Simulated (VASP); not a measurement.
Input of a VASP 6.6.1 run:

The input INCAR:

```
ALGO = Normal
EDIFF = 1E-6
EDIFFG = -0.04
ENCUT = 600
GGA = PE
IBRION = 2
ISIF = 3
ISMEAR = 0
LASPH = T
LCHARG = F
LREAL = F
LWAVE = F
NELM = 80
NSW = 90
PREC = Accurate
SIGMA = 0.1
```

KPOINTS

```
k-points
0
Gamma
  3 3 4
```

The input POSCAR:

```
ZrBr5
1.0
    6.7910692800      0.0000000000      0.0000000000
   -3.3955346400      5.8812385200      0.0000000000
    0.0000000000      0.0000000000      6.2909665000
Zr Br
1 5
Direct
    0.0000000000      0.0000000000      0.5000000000
    0.0000000000      0.6714212300      0.0000000000
    0.6714212300      0.0000000000      0.0000000000
    0.3285787700      0.3285787700      0.0000000000
    0.6666666700      0.3333333300      0.5000000000
    0.3333333300      0.6666666700      0.5000000000
```

Potentials or basis: VASP PAW PBE potentials, release 64 (Zr_sv, Br).

Command:

```sh
$ cat potpaw_PBE.64/Zr_sv/POTCAR potpaw_PBE.64/Br/POTCAR > POTCAR
$ mpirun -np 1 vasp_std > vasp.out
```

**Question.** Predict the relaxed cell.

**Answer.** a = 9.014 Å, b = 9.014 Å, c = 3.282 Å, α = 90.00°, β = 90.00°, γ = 120.00°.

**Question.** What does it give for the band gap on the k mesh?

**Answer.** Zero (an odd number of electrons rules out a gap without spin polarisation).

**Question.** Predict the space group after relaxing (to 0.1 Å).

**Answer.** P-62m (No. 189).

**Question.** Estimate the relaxed volume.

**Answer.** 38.49 Å³/atom.

Final structure:
```
Zr Br
1.0
     9.01357    0.00000    0.00000
    -4.50678    7.80598    0.00000
     0.00000    0.00000    3.28232
Zr Br
1 5
Cartesian
  0.0000 0.0000 1.6412
  5.5454 6.0071 3.2823
  6.9364 0.0000 0.0000
  1.0386 1.7989 0.0000
  4.5068 2.6020 1.6412
  0.0000 5.2040 1.6412
```

Caveat: a cell axis changed by over 15 % at a fixed basis, so the end point is rough; an odd number of electrons without spin polarisation forces a metal; a magnetic or distorted state may lie lower.
